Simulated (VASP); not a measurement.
# Cr2Cl3 (R-3c) in VASP: single point with PBE

Aim: the single point of Cr2Cl3 with PBE.

Everything below comes from runs of VASP 6.6.1. Logs are shortened: lines on timing, memory, paths and dates and some standing lists are left out, and cuts for length are marked.

**1. The cell of the first run**

It takes space group R-3c (No. 167, trigonal). The conventional cell has a = 6.360 Å, b = 6.360 Å, c = 17.983 Å, α = 90.00°, β = 90.00°, γ = 120.00°. Cr (site symmetry 3) has 6 Cl at 2.54 to 2.62 Å within 3.4 Å. Cl (site symmetry 2) has 4 Cr at 2.54 to 2.62 Å and 2 Cl at 3.36 Å within 3.4 Å.

**2. Single point, PBE, collinear spin, ferromagnetic start**

The input, INCAR:

```
SYSTEM = Cr2Cl3
ALGO = Normal
EDIFF = 1E-7
ENCUT = 520
GGA = PE
ISIF = 2
ISMEAR = -1
ISPIN = 2
LASPH = .True.
LCHARG = .True.
LELF = .True.
LMAXMIX = 4
LORBIT = 11
LREAL = .False.
LVHAR = .True.
LWAVE = .False.
MAGMOM = 3 3 3 3 0 0 0 0 0 0
NBANDS = 60
NELM = 150
PREC = Accurate
SIGMA = 0.0139
```

The input, KPOINTS:

```
k-points
0
Gamma
  4 4 4
  0 0 0
```

The input, POSCAR:

```
Cr2Cl3
1.0
    6.3597434300      0.0000000000      0.0000000000
   -3.1798717100      5.5077060200      0.0000000000
   -3.1798717100      1.8359023400      5.9942065900
Cr Cl
4 6
Direct
    0.3476600000      0.6523400000      0.0429800000
    0.1523400000      0.8476600000      0.4570200000
    0.6523400000      0.3476600000      0.9570200000
    0.8476600000      0.1523400000      0.5429800000
    0.5549000000      0.7500000000      0.7500000000
    0.2500000000      0.0549000000      0.7500000000
    0.9451000000      0.4451000000      0.7500000000
    0.4451000000      0.2500000000      0.2500000000
    0.7500000000      0.9451000000      0.2500000000
    0.0549000000      0.5549000000      0.2500000000
```

Potentials or basis: VASP PAW PBE potentials, release 64 (Cr_pv, Cl).

Started as:

```console
cat potpaw_PBE.64/Cr_pv/POTCAR potpaw_PBE.64/Cl/POTCAR > POTCAR
mpirun -np 1 vasp_std > vasp.out
```

OUTCAR:

```text
SYSTEM = Cr2Cl3
   EDIFF = 1E-7
   ENCUT = 520
   GGA = PE
   ISIF = 2
   ISMEAR = -1
   ISPIN = 2
   LASPH = .True.
   LORBIT = 11
   LREAL = .False.
   NELM = 150
   PREC = Accurate

 ion  position               nearest neighbor table
   1  0.348  0.652  0.043-  10 2.54   8 2.54   9 2.54   5 2.62   6 2.62   7 2.62
   2  0.152  0.848  0.457-   9 2.54   8 2.54  10 2.54   5 2.62   7 2.62   6 2.62
   3  0.652  0.348  0.957-   7 2.54   5 2.54   6 2.54   8 2.62   9 2.62  10 2.62
   4  0.848  0.152  0.543-   6 2.54   5 2.54   7 2.54   8 2.62  10 2.62   9 2.62
   5  0.555  0.750  0.750-   3 2.54   4 2.54   1 2.62   2 2.62
   6  0.250  0.055  0.750-   4 2.54   3 2.54   1 2.62   2 2.62
   7  0.945  0.445  0.750-   3 2.54   4 2.54   2 2.62   1 2.62
   8  0.445  0.250  0.250-   1 2.54   2 2.54   3 2.62   4 2.62
   9  0.750  0.945  0.250-   2 2.54   1 2.54   3 2.62   4 2.62
  10  0.055  0.555  0.250-   1 2.54   2 2.54   4 2.62   3 2.62

  LATTYP: Found a trigonal (rhomboedric) cell.
 ALAT       =     7.0294135536
 COS(alpha) =     0.5907281413

  Lattice vectors:

 A1 = (   0.0000000000,  -3.6718036800,   5.9942065900)
 A2 = (   3.1798717200,   1.8359023400,   5.9942065900)
 A3 = (  -3.1798717100,   1.8359023400,   5.9942065900)

Analysis of symmetry for initial positions (statically):
=====================================================================
 Subroutine PRICEL returns:
 Original cell was already a primitive cell.

 Routine SETGRP: Setting up the symmetry group for a
 trigonal (rhombohedral) supercell.

 Subroutine GETGRP returns: Found 12 space group operations
 (whereof  6 operations were pure point group operations)
 out of a pool of 12 trial point group operations.

The static configuration has the point symmetry S_6 .
 The point group associated with its full space group is D_3d.

Analysis of symmetry for dynamics (positions and initial velocities):
=====================================================================
 Subroutine PRICEL returns:
 Original cell was already a primitive cell.

 Routine SETGRP: Setting up the symmetry group for a
 trigonal (rhombohedral) supercell.

 Subroutine GETGRP returns: Found 12 space group operations
 (whereof  6 operations were pure point group operations)
 out of a pool of 12 trial point group operations.

The dynamic configuration has the point symmetry S_6 .
 The point group associated with its full space group is D_3d.

Analysis of structural, dynamic, and magnetic symmetry:
=====================================================================
 Subroutine PRICEL returns:
 Original cell was already a primitive cell.

 Routine SETGRP: Setting up the symmetry group for a
 trigonal (rhombohedral) supercell.

 Subroutine GETGRP returns: Found 12 space group operations
 (whereof  6 operations were pure point group operations)
 out of a pool of 12 trial point group operations.

The overall configuration has the point symmetry S_6 .
 The point group associated with its full space group is D_3d.

 Subroutine INISYM returns: Found 12 space group operations
 (whereof  6 operations are pure point group operations),
 and found     1 'primitive' translations

----------------------------------------------------------------------------------------

                                     Primitive cell

  volume of cell :     209.9627

  direct lattice vectors                    reciprocal lattice vectors
     6.359743430  0.000000000  0.000000000     0.157239048  0.090781897  0.055609245
    -3.179871710  5.507706020  0.000000000     0.000000000  0.181563794 -0.055609260
    -3.179871710  1.835902340  5.994206590     0.000000000  0.000000000  0.166827750

  length of vectors
     6.359743430  6.359749185  7.029412076     0.189889070  0.189888918  0.166827750

  position of ions in fractional coordinates (direct lattice)
     0.347660000  0.652340000  0.042980000
     0.152340000  0.847660000  0.457020000
     0.652340000  0.347660000  0.957020000
     0.847660000  0.152340000  0.542980000
     0.554900000  0.750000000  0.750000000
     0.250000000  0.054900000  0.750000000
     0.945100000  0.445100000  0.750000000
     0.445100000  0.250000000  0.250000000
     0.750000000  0.945100000  0.250000000
     0.054900000  0.554900000  0.250000000

  ion indices of the primitive-cell ions
   primitive index   ion index
                 1           1
                 2           2
[... 62 lines left out ...]
   ISPIN  =      2    spin polarized calculation?
   LNONCOLLINEAR =      F non collinear calculations
   LSORBIT =      F    spin-orbit coupling
   LASPH  =      T    aspherical Exc in radial PAW
   ENCUT  =  520.0 eV  38.22 Ry    6.18 a.u.  11.82 11.82 13.07*2*pi/ulx,y,z
   NELM   =    150;   NELMIN=  2; NELMDL= -5     # of ELM steps
   EDIFF  = 0.1E-06   stopping-criterion for ELM
   LREAL  =      F    real-space projection
   EDIFFG = 0.1E-05   stopping-criterion for IOM
   NSW    =      0    number of steps for IOM
   IBRION =     -1    ionic relax: 0-MD 1-quasi-New 2-CG
   NFREE  =      0    steps in history (QN), initial steepest desc. (CG)
   ISIF   =      2    stress and relaxation
   ISYM   =      2    0-nonsym 1-usesym 2-fastsym
   POTIM  = 0.5000    time-step for ionic-motion
   TEBEG  =    0.0;   TEEND  =   0.0 temperature during run
   PSTRESS=    0.0 pullay stress
   NELECT =      90.0000    total number of electrons
   NUPDOWN=      -1.0000    fix difference up-down
   EMIN   =  10.00;   EMAX   =-10.00  energy-range for DOS
   EFERMI =   0.00;   METHOD = LEGACY
   ISMEAR =    -1;   SIGMA  =   0.01  broadening in eV -4-tet -1-fermi 0-gaus
   EFERMI_NEDOS =   21; number of points for ismear=-14 and -15
   IALGO  =     38    algorithm
   IMIX   =      4    mixing-type and parameters
     AMIX     =   0.40;   BMIX     =  1.00
     AMIX_MAG =   1.60;   BMIX_MAG =  1.00
  volume/ion in A,a.u.               =      21.00       141.69
  Fermi-wavevector in a.u.,A,eV,Ry     =   1.234359  2.332601 20.730425  1.523643
  Thomas-Fermi vector in A             =   2.369053
   LORBIT       =     11    0 simple, 1 ext, 2 COOP (PROOUT), +10 PAW based schemes
   GGA     = PE    functional components
   LHFCALC =     F    Hartree Fock is set to
   AEXX    =    0.0000 exact exchange contribution
   IVDW    =     0    specifies the selected vdW correction
   LEPSILON=     F    determine dielectric tensor
   LRPA    =     F    only Hartree local field effects (RPA)
 spin polarized calculation
  energy-cutoff  :      520.00
  volume of cell :      209.96
 maximum number of plane-waves:      5668
   NGX = 23   NGY = 23   NGZ = 27

 number of electron      89.9999985 magnetization      17.9999736

 Free energy of the ion-electron system (eV)
  ---------------------------------------------------
  ext. energy  EPLUGINS =         0.00000000
  ---------------------------------------------------
  free energy    TOTEN  =       -54.89439362 eV

  energy without entropy =      -54.88877384  energy(sigma->0) =      -54.89158373

 E-fermi :   5.5387     XC(G=0):  -9.4265

 val. band max:        5.5350625727   @ k =   0.2500  -0.2500   0.2500
 cond. band min:       5.5565141687   @ k =   0.2500   0.0000   0.0000
 fundamental gap:      0.0214515960
 Fermi energy:         5.5386604044

 spin component 1

 k-point     1 :       0.0000    0.0000    0.0000
  band No.  band energies     occupation
      1     -38.6422      1.00000
      2     -38.6422      1.00000
      3     -38.6411      1.00000
      4     -38.6411      1.00000
      5     -38.6355      1.00000
      6     -38.6355      1.00000
[... 769 lines left out ...]
     56       5.4011      0.99995
     57       8.0690      0.00000
 Fermi energy:         5.5386604044

 spin component 2

 k-point     1 :       0.0000    0.0000    0.0000
  band No.  band energies     occupation
      1     -34.6400      1.00000
      2     -34.6399      1.00000
      3     -34.6384      1.00000
      4     -34.6383      1.00000
      5     -34.6312      1.00000
      6     -34.6312      1.00000
[... 769 lines left out ...]
     56       8.5551      0.00000
     57       9.1361      0.00000
 [bands above 57 left out]

------------------------ aborting loop because EDIFF is reached ----------------------------------------

  FORCE on cell =-STRESS in cart. coord.  units (eV):
  Direction    XX          YY          ZZ          XY          YZ          ZX
  --------------------------------------------------------------------------------------
  -------------------------------------------------------------------------------------
  Total        3.3394911      3.3394991      2.2090872      0.0000000      0.0000001      0.0000000
  in kB       25.4828981     25.4829596     16.8570429      0.0000000      0.0000009      0.0000000
  external PRESSURE =      22.6076335 kB  Pullay stress =       0.0000000 kB

 VOLUME and BASIS-vectors are now :
 -----------------------------------------------------------------------------
  energy-cutoff  :      520.00
  volume of cell :      209.96
      direct lattice vectors                 reciprocal lattice vectors
     6.359743430  0.000000000  0.000000000     0.157239048  0.090781897  0.055609245
    -3.179871710  5.507706020  0.000000000     0.000000000  0.181563794 -0.055609260
    -3.179871710  1.835902340  5.994206590     0.000000000  0.000000000  0.166827750

 POSITION                                       TOTAL-FORCE (eV/Angst)
 -----------------------------------------------------------------------------------
      0.00000      3.67180      0.25763        -0.000000     -0.000000     -0.098580
     -3.17987      5.50771      2.73947         0.000000      0.000000      0.098580
      0.00000      3.67180      5.73658         0.000000      0.000000      0.098580
      3.17987      1.83590      3.25473        -0.000000     -0.000000     -0.098580
     -1.24079      5.50771      4.49565         0.283490      0.000000      0.000000
     -0.96954      1.67930      4.49565        -0.141745      0.245510      0.000000
      2.21033      3.82841      4.49565        -0.141745     -0.245510     -0.000000
      1.24079      1.83590      1.49855        -0.283490      0.000000      0.000000
      0.96954      5.66431      1.49855         0.141745     -0.245510      0.000000
     -2.21033      3.51520      1.49855         0.141745      0.245510      0.000000
 -----------------------------------------------------------------------------------
    total drift:                               -0.000000     -0.000000      0.000000

  FREE ENERGIE OF THE ION-ELECTRON SYSTEM (eV)
  ---------------------------------------------------
  free  energy   TOTEN  =       -54.8943936241 eV

  energy  without entropy=      -54.8887738429  energy(sigma->0) =      -54.89158373

 total charge

# of ion       s       p       d       tot
------------------------------------------
    1        0.154   6.115   4.234  10.503
    2        0.154   6.115   4.234  10.503
    3        0.154   6.115   4.234  10.503
    4        0.154   6.115   4.234  10.503
    5        1.598   3.535   0.000   5.134
    6        1.598   3.535   0.000   5.134
    7        1.598   3.535   0.000   5.134
    8        1.598   3.535   0.000   5.134
    9        1.598   3.535   0.000   5.134
   10        1.598   3.535   0.000   5.134
--------------------------------------------------
tot         10.204  45.672  16.936  72.812

 magnetization (x)

# of ion       s       p       d       tot
------------------------------------------
    1        0.038   0.027   3.948   4.013
    2        0.038   0.027   3.948   4.013
    3        0.038   0.027   3.948   4.013
    4        0.038   0.027   3.948   4.013
    5        0.012  -0.010   0.000   0.002
    6        0.012  -0.010   0.000   0.002
    7        0.012  -0.010   0.000   0.002
    8        0.012  -0.010   0.000   0.002
    9        0.012  -0.010   0.000   0.002
   10        0.012  -0.010   0.000   0.002
--------------------------------------------------
tot          0.222   0.049  15.791  16.061
```

Run time: 4.4 min. Hardware: 1 thread of Intel Xeon 6975P-C (Granite Rapids), shared host; peak memory 0.52 GiB.

Results:

```
Free energy                                           : -54.8944 eV
Pressure                                              : 2.3 GPa
Largest force                                         : 0.283 eV/Å
Band gap on the k mesh                                : zero (filled and empty bands overlap)
Net moment                                            : 18.00 μB per cell
Site moments                                          : Cr +4.01; Cl +0.00 μB
Valence electrons inside the program's atomic spheres : Cr 10.50; Cl 5.13
```

Forces on the atoms (eV/Å):
```
Cr   0.000  0.000 -0.099
Cr   0.000  0.000  0.099
Cr   0.000  0.000  0.099
Cr   0.000  0.000 -0.099
Cl   0.283  0.000  0.000
Cl  -0.142  0.246  0.000
Cl  -0.142 -0.246  0.000
Cl  -0.283  0.000  0.000
Cl   0.142 -0.246  0.000
Cl   0.142  0.246  0.000
```

Caveat: semilocal functionals often make such compounds metallic where correlation or magnetic order opens a gap, which also shifts bond lengths; only a ferromagnetic start was run, and an antiferromagnetic order may lie lower in energy.
